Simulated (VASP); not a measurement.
# Sn2HO2 in VASP: single point with PBE+D3(BJ)

Aim: the single point of Sn2HO2 with PBE+D3(BJ).

Program: VASP 6.6.1. These are calculated values, not measurements. Logs are shortened: lines on timing, memory, paths and dates and some standing lists are left out, and cuts for length are marked.

### 1 The cell of the first run

The cell holds a slab with vacuum, 5 atoms: a = 3.820 Å, b = 3.820 Å, c = 17.863 Å, α = 90.00°, β = 90.00°, γ = 90.00°.

### 2 Single point, PBE+D3(BJ), collinear spin, ferromagnetic start

File INCAR:

```
PREC     = Accurate       # precision mode
ENCUT    = 520            # plane-wave cutoff, eV
EDIFF    = 1E-6           # SCF threshold, eV
ISMEAR   = 0              # smearing method
SIGMA    = 0.05           # smearing width, eV
LREAL    = False          # projectors in reciprocal space
LASPH    = True           # aspherical terms in the spheres
NELM     = 150            # most SCF steps
ALGO     = Normal         # electronic algorithm
ISIF     = 2              # what is computed and relaxed
LWAVE    = False          # write WAVECAR
LCHARG   = True           # write CHGCAR
ISPIN    = 2              # spin polarisation
MAGMOM   = 0 0 0 0 1      # initial moments
LORBIT   = 11             # projections on sites
LDIPOL   = True         
IDIPOL   = 3            
DIPOL    = 0.5 0.5 0.316
GGA      = PE             # functional
IVDW     = 12             # dispersion correction
LELF     = True           # ELF
LVHAR    = True         
LVACPOTAV= True         
NBANDS   = 32             # bands
```

File KPOINTS:

```
Automatic mesh
0
Gamma
  7 7 1
```

File POSCAR:

```
Sn2HO2
1.0
    3.8201633739      0.0000000000      0.0000000000
    0.0000000000      3.8201633739      0.0000000000
    0.0000000000      0.0000000000     17.8630408312
Sn O H
2 2 1
Direct
    0.7500000000      0.2500000000      0.2239260402
    0.2500000000      0.7500000000      0.3562126343
    0.2500000000      0.2500000000      0.2900693373
    0.7500000000      0.7500000000      0.2900693373
    0.2500000000      1.2500000000      0.4211261231
```

Potentials or basis: VASP PAW PBE potentials, release 64 (Sn_d, O, H).

Started as:

```sh
cat potpaw_PBE.64/Sn_d/POTCAR potpaw_PBE.64/O/POTCAR potpaw_PBE.64/H/POTCAR > POTCAR
mpirun -np 1 vasp_std > vasp.out
```

OUTCAR:

```text
PREC = Accurate
   ENCUT = 520
   EDIFF = 1E-6
   ISMEAR = 0
   LREAL = False
   LASPH = True
   NELM = 150
   ISIF = 2
   ISPIN = 2
   LORBIT = 11
   GGA = PE
   IVDW = 12
 IVDW          = 12

 ion  position               nearest neighbor table
   1  0.750  0.250  0.224-   3 2.25   4 2.25   4 2.25   3 2.25   2 3.59   2 3.59   2 3.59   2 3.59

   2  0.250  0.750  0.356-   5 2.23   5 2.23   3 2.25   3 2.25   4 2.25   4 2.25   1 3.59   1 3.59
                             1 3.59   1 3.59
   3  0.250  0.250  0.290-   2 2.25   2 2.25   1 2.25   1 2.25
   4  0.750  0.750  0.290-   2 2.25   2 2.25   1 2.25   1 2.25
   5  0.250  0.250  0.421-   2 2.23   2 2.23

  LATTYP: Found a simple tetragonal cell.
 ALAT       =     3.8201633739
 C/A-ratio  =     4.6759887164

  Lattice vectors:

 A1 = (   3.8201633739,   0.0000000000,   0.0000000000)
 A2 = (   0.0000000000,   3.8201633739,   0.0000000000)
 A3 = (   0.0000000000,   0.0000000000,  17.8630408312)

Analysis of symmetry for initial positions (statically):
=====================================================================
 Subroutine PRICEL returns:
 Original cell was already a primitive cell.

 Routine SETGRP: Setting up the symmetry group for a
 simple tetragonal supercell.

 Subroutine GETGRP returns: Found  4 space group operations
 (whereof  1 operations were pure point group operations)
 out of a pool of 16 trial point group operations.

The static configuration has the point symmetry C_1 .
 The point group associated with its full space group is C_2v.

Analysis of symmetry for dynamics (positions and initial velocities):
=====================================================================
 Subroutine PRICEL returns:
 Original cell was already a primitive cell.

 Routine SETGRP: Setting up the symmetry group for a
 simple tetragonal supercell.

 Subroutine GETGRP returns: Found  4 space group operations
 (whereof  1 operations were pure point group operations)
 out of a pool of 16 trial point group operations.

The dynamic configuration has the point symmetry C_1 .
 The point group associated with its full space group is C_2v.

Analysis of structural, dynamic, and magnetic symmetry:
=====================================================================
 Subroutine PRICEL returns:
 Original cell was already a primitive cell.

 Routine SETGRP: Setting up the symmetry group for a
 simple tetragonal supercell.

 Subroutine GETGRP returns: Found  4 space group operations
 (whereof  1 operations were pure point group operations)
 out of a pool of 16 trial point group operations.

The overall configuration has the point symmetry C_1 .
 The point group associated with its full space group is C_2v.

 Subroutine INISYM returns: Found  4 space group operations
 (whereof  1 operations are pure point group operations),
 and found     1 'primitive' translations

----------------------------------------------------------------------------------------

                                     Primitive cell

  volume of cell :     260.6869

  direct lattice vectors                    reciprocal lattice vectors
     3.820163374  0.000000000  0.000000000     0.261768909  0.000000000  0.000000000
     0.000000000  3.820163374  0.000000000     0.000000000  0.261768909  0.000000000
     0.000000000  0.000000000 17.863040831     0.000000000  0.000000000  0.055981510

  length of vectors
     3.820163374  3.820163374 17.863040831     0.261768909  0.261768909  0.055981510

  position of ions in fractional coordinates (direct lattice)
     0.750000000  0.250000000  0.223926040
     0.250000000  0.750000000  0.356212634
     0.250000000  0.250000000  0.290069337
     0.750000000  0.750000000  0.290069337
     0.250000000  0.250000000  0.421126123

  ion indices of the primitive-cell ions
   primitive index   ion index
                 1           1
                 2           2
                 3           3
                 4           4
                 5           5

----------------------------------------------------------------------------------------

 KPOINTS: Automatic mesh
[... 39 lines left out ...]
 -0.285714  0.428571  0.000000      4.000000
  0.428571  0.428571  0.000000      4.000000
   k-points           NKPTS =     16   k-points in BZ     NKDIM =     16   number of bands    NBANDS=     32
   number of dos      NEDOS =    301   number of ions     NIONS =      5
   total plane-waves  NPLWV = 109760
   dimension x,y,z NGX =    28 NGY =   28 NGZ =  140
   dimension x,y,z NGXF=    56 NGYF=   56 NGZF=  280
   ions per type =               2   2   1
   NGX,Y,Z   is equivalent  to a cutoff of  12.19, 12.19, 13.03 a.u.
   NGXF,Y,Z  is equivalent  to a cutoff of  24.37, 24.37, 26.06 a.u.
 SYSTEM =  unknown system
   PREC   = accura    normal or accurate (medium, high low for compatibility)
   ISTART =      0    job   : 0-new  1-cont  2-samecut
   ICHARG =      2    charge: 1-file 2-atom 10-const
   ISPIN  =      2    spin polarized calculation?
   LNONCOLLINEAR =      F non collinear calculations
   LSORBIT =      F    spin-orbit coupling
   LASPH  =      T    aspherical Exc in radial PAW
   ENCUT  =  520.0 eV  38.22 Ry    6.18 a.u.   7.10  7.10 33.21*2*pi/ulx,y,z
   NELM   =    150;   NELMIN=  2; NELMDL= -5     # of ELM steps
   EDIFF  = 0.1E-05   stopping-criterion for ELM
   LREAL  =      F    real-space projection
   EDIFFG = 0.1E-04   stopping-criterion for IOM
   NSW    =      0    number of steps for IOM
   IBRION =     -1    ionic relax: 0-MD 1-quasi-New 2-CG
   NFREE  =      0    steps in history (QN), initial steepest desc. (CG)
   ISIF   =      2    stress and relaxation
   ISYM   =      2    0-nonsym 1-usesym 2-fastsym
   POTIM  = 0.5000    time-step for ionic-motion
   TEBEG  =    0.0;   TEEND  =   0.0 temperature during run
   PSTRESS=    0.0 pullay stress
   NELECT =      41.0000    total number of electrons
   NUPDOWN=      -1.0000    fix difference up-down
   EMIN   =  10.00;   EMAX   =-10.00  energy-range for DOS
   EFERMI =   0.00;   METHOD = LEGACY
   ISMEAR =     0;   SIGMA  =   0.05  broadening in eV -4-tet -1-fermi 0-gaus
   EFERMI_NEDOS =   21; number of points for ismear=-14 and -15
   IALGO  =     38    algorithm
   IMIX   =      4    mixing-type and parameters
     AMIX     =   0.40;   BMIX     =  1.00
     AMIX_MAG =   1.60;   BMIX_MAG =  1.00
  volume/ion in A,a.u.               =      52.14       351.84
  Fermi-wavevector in a.u.,A,eV,Ry     =   0.883683  1.669918 10.624723  0.780895
  Thomas-Fermi vector in A             =   2.004482
   LORBIT       =     11    0 simple, 1 ext, 2 COOP (PROOUT), +10 PAW based schemes
   GGA     = PE    functional components
   LHFCALC =     F    Hartree Fock is set to
   AEXX    =    0.0000 exact exchange contribution
   IVDW    =    12    specifies the selected vdW correction
   LEPSILON=     F    determine dielectric tensor
   LRPA    =     F    only Hartree local field effects (RPA)
 spin polarized calculation
 Gauss-broadening in eV      SIGMA  =   0.05
  energy-cutoff  :      520.00
  volume of cell :      260.69
 maximum number of plane-waves:      7046
   NGX = 15   NGY = 15   NGZ = 67

 dipolmoment           0.000000      0.000000     -0.012647 electrons x Angstroem

 number of electron      40.9999985 magnetization       0.1420256

 dipolmoment           0.000000      0.000000      0.060904 electrons x Angstroem

 Free energy of the ion-electron system (eV)
  ---------------------------------------------------
  ext. energy  EPLUGINS =         0.00000000
  ---------------------------------------------------
  free energy    TOTEN  =       -24.55914010 eV

  energy without entropy =      -24.55644282  energy(sigma->0) =      -24.55779146

 E-fermi :  -1.3826     XC(G=0):  -3.6616

 val. band max:       -1.4133369942   @ k =  -0.1429   0.2857   0.0000
 cond. band min:      -1.3707171343   @ k =   0.2857   0.2857   0.0000
 fundamental gap:      0.0426198599
 Fermi energy:        -1.3825905963

 spin component 1

 k-point     1 :       0.0000    0.0000    0.0000
  band No.  band energies     occupation
      1     -23.2600      1.00000
      2     -22.9813      1.00000
      3     -22.9208      1.00000
      4     -22.9052      1.00000
      5     -22.8835      1.00000
      6     -22.8289      1.00000
[... 549 lines left out ...]
     31       6.9776      0.00000
     32       7.3761      0.00000
 Fermi energy:        -1.3825905963

 spin component 2

 k-point     1 :       0.0000    0.0000    0.0000
  band No.  band energies     occupation
      1     -23.2500      1.00000
      2     -22.9689      1.00000
      3     -22.9091      1.00000
      4     -22.8925      1.00000
      5     -22.8711      1.00000
      6     -22.8241      1.00000
[... 549 lines left out ...]
     31       6.9922      0.00000
     32       7.3771      0.00000

------------------------ aborting loop because EDIFF is reached ----------------------------------------

 Edisp (eV)   -0.61909

 E8    (eV) :    -0.2695

  FORCE on cell =-STRESS in cart. coord.  units (eV):
  Direction    XX          YY          ZZ          XY          YZ          ZX
  --------------------------------------------------------------------------------------
  -------------------------------------------------------------------------------------
  Total      -1.14174    -2.47614     1.02191     0.00000     0.00000     0.00000
  in kB      -7.01714   -15.21830     6.28062     0.00000     0.00000     0.00000
  external pressure =       -5.32 kB  Pullay stress =        0.00 kB

 VOLUME and BASIS-vectors are now :
 -----------------------------------------------------------------------------
  energy-cutoff  :      520.00
  volume of cell :      260.69
      direct lattice vectors                 reciprocal lattice vectors
     3.820163374  0.000000000  0.000000000     0.261768909  0.000000000  0.000000000
     0.000000000  3.820163374  0.000000000     0.000000000  0.261768909  0.000000000
     0.000000000  0.000000000 17.863040831     0.000000000  0.000000000  0.055981510

 POSITION                                       TOTAL-FORCE (eV/Angst)
 -----------------------------------------------------------------------------------
      2.86512      0.95504      4.00000         0.000000      0.000000     -0.072022
      0.95504      2.86512      6.36304         0.000000      0.000000      0.831156
      0.95504      0.95504      5.18152         0.000000      0.000000     -1.289666
      2.86512      2.86512      5.18152         0.000000      0.000000      0.515590
      0.95504      0.95504      7.52259         0.000000      0.000000      0.014941
 -----------------------------------------------------------------------------------
    total drift:                                0.000000      0.000000      0.001215

  FREE ENERGIE OF THE ION-ELECTRON SYSTEM (eV)
  ---------------------------------------------------
  free  energy   TOTEN  =       -25.1782283176 eV

  energy  without entropy=      -25.1755310296  energy(sigma->0) =      -25.17687967

 vacuum level on the upper side and lower side of the slab         3.569         2.813

 total charge

# of ion       s       p       d       tot
------------------------------------------
    1        1.279   0.766  10.055  12.100
    2        1.159   0.804  10.086  12.049
    3        1.578   3.432   0.000   5.011
    4        1.578   3.417   0.000   4.994
    5        0.447   0.005   0.000   0.453
--------------------------------------------------
tot          6.041   8.424  20.141  34.606

 magnetization (x)

# of ion       s       p       d       tot
------------------------------------------
    1       -0.000  -0.000   0.000   0.000
    2        0.028   0.012   0.004   0.043
    3        0.000   0.014   0.000   0.014
    4        0.000   0.003   0.000   0.003
    5        0.027   0.000   0.000   0.028
--------------------------------------------------
tot          0.055   0.028   0.004   0.088
```

Run time: 10 min. Hardware: 1 thread of Oxide Virtual Turin-like, shared host; peak memory 0.47 GiB.

What came out:

```
Free energy                                           : -25.1782 eV
Largest force                                         : 1.290 eV/Å
Net moment                                            : 0.14 μB per cell
Site moments                                          : Sn +0.00, +0.04; O +0.01, +0.00; H +0.03 μB
Valence electrons inside the program's atomic spheres : Sn 12.10, 12.05; O 5.01, 4.99; H 0.45
Dispersion energy per atom                            : -0.124 eV
```

Forces in eV/Å, atoms in the order of the input:
```
Sn   0.000  0.000 -0.072
Sn   0.000  0.000  0.831
O    0.000  0.000 -1.290
O    0.000  0.000  0.516
H    0.000  0.000  0.015
```

Levels at points of the mesh, in eV from the Fermi level:
Spin up:
| k point | band 17 | band 18 | band 19 | band 20 | band 21 | band 22 | band 23 | band 24 |
| --- | --- | --- | --- | --- | --- | --- | --- | --- |
| (0.00, 0.00, 0.00) | -3.35 | -2.88 | -2.88 | -1.89 | 0.71 | 1.98 | 4.08 | 4.26 |
Spin down:
```csv
k point,band 18,band 19,band 20,band 21,band 22,band 23
"(0.00, 0.00, 0.00)",-2.87,-2.85,-1.83,0.79,1.98,4.11
```

Caveat: spin-orbit coupling is left out, which moves the levels of the heavy elements.
